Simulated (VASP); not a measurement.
## SrAl2Re2: single point with r2SCAN

The system is SrAl2Re2.

```
Re Al Sr
1.0
     2.08810    3.61669    0.00000
    -2.08810    3.61669    0.00000
     0.00000    0.00000    6.81583
Re Al Sr
2 2 1
Cartesian
  0.0000 2.4111 2.6813
  0.0000 4.8223 4.1345
  0.0000 2.4111 5.1122
  0.0000 4.8223 1.7037
  0.0000 0.0000 0.0000
```

```
Program             : VASP 6.6.1
Task                : single point
Functional          : r2SCAN
Potentials or basis : VASP PAW PBE potentials, release 64 (Re, Al, Sr_sv)
Cutoff              : 520 eV
k mesh              : 8 × 8 × 5
Occupations         : fermi-dirac, width 0.0377 eV
Spin                : no spin polarisation
```

- Pressure: 4.0 GPa
- Largest force: 0.033 eV/Å
- Band gap on the k mesh: zero (bands 15 and 16 overlap by 1.26 eV)

Forces on the atoms (eV/Å):
```
Re   0.000  0.000 -0.032
Re   0.000  0.000  0.032
Al   0.000  0.000 -0.033
Al   0.000  0.000  0.033
Sr   0.000  0.000  0.000
```

Stress tensor (GPa, compression positive):
```
-0.84  0.00  0.00
 0.00 -0.84  0.00
 0.00  0.00 13.54
```

Levels at points of the mesh, in eV from the Fermi level:
```tsv
k point	band 13	band 14	band 15	band 16	band 17	band 18
(0.00, 0.00, 0.00)	-0.43	-0.43	0.99	0.99	1.01	3.19
(0.50, 0.00, 0.00)	-0.73	-0.67	-0.34	0.23	0.73	1.10
```

Run time: 12 min on 1 thread of Oxide Virtual Turin-like Processor, with other jobs on the host, peak memory 0.27 GiB.

Caveat: the stress differs along the axes, from -1 to 14 GPa; the PAW data sets were made with another functional, which shifts forces and pressure a little; spin-orbit coupling is left out, which moves the levels of the heavy elements.
